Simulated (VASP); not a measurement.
**CaO: single point with PBE**

Crystal: CaO.

```
CELL_PARAMETERS angstrom
3.99198 -0.07984 0.00000
-2.06513 3.49707 0.00000
0.00000 0.00000 4.78484
ATOMIC_POSITIONS crystal
Ca 0.33333 0.66667 0.75000
Ca 0.66667 0.33333 0.25000
O 0.33333 0.66667 0.25000
O 0.66667 0.33333 0.75000
```

This cell differs from its parent crystal: strain -0.0400 x Voigt [0, 0, 0, 0, 0, 1].

```json
{"Program": "VASP 6.6.1", "Task": "single point", "Functional": "PBE", "Potentials or basis": "VASP PAW PBE potentials, release 64 (Ca_sv, O)", "Cutoff": "520 eV", "k mesh": "9 × 9 × 6", "Occupations": "gaussian, width 0.05 eV", "Spin": "no spin polarisation"}
```

The pressure is 1.6 GPa and the largest force is 0.259 eV/Å. The band gap on the k mesh is 3.17 eV, direct.

Forces on the atoms (eV/Å):
```
Ca   0.259  0.015  0.000
Ca  -0.259 -0.015  0.000
O    0.200  0.014  0.000
O   -0.200 -0.014  0.000
```

Stress tensor (GPa, compression positive):
```
1.56 1.64 0.00
1.64 1.46 0.00
0.00 0.00 1.75
```

Levels at points of the mesh, in eV from the valence-band top:
```tsv
k point	band 14	band 15	band 16	band 17	band 18	band 19
(0.00, 0.00, 0.00)	-1.11	-1.09	0.00	3.17	6.11	6.16
(0.00, 0.00, 0.50)	-1.32	-1.25	-1.25	4.97	4.97	7.73
```

It took 6.7 min on 1 thread of Oxide Virtual Turin-like Processor, with other jobs on the host, peak memory 0.3 GiB.

Caveat: the cell differs from its parent crystal (strain -0.0400 x Voigt [0, 0, 0, 0, 0, 1]). A k mesh can miss the band edges.
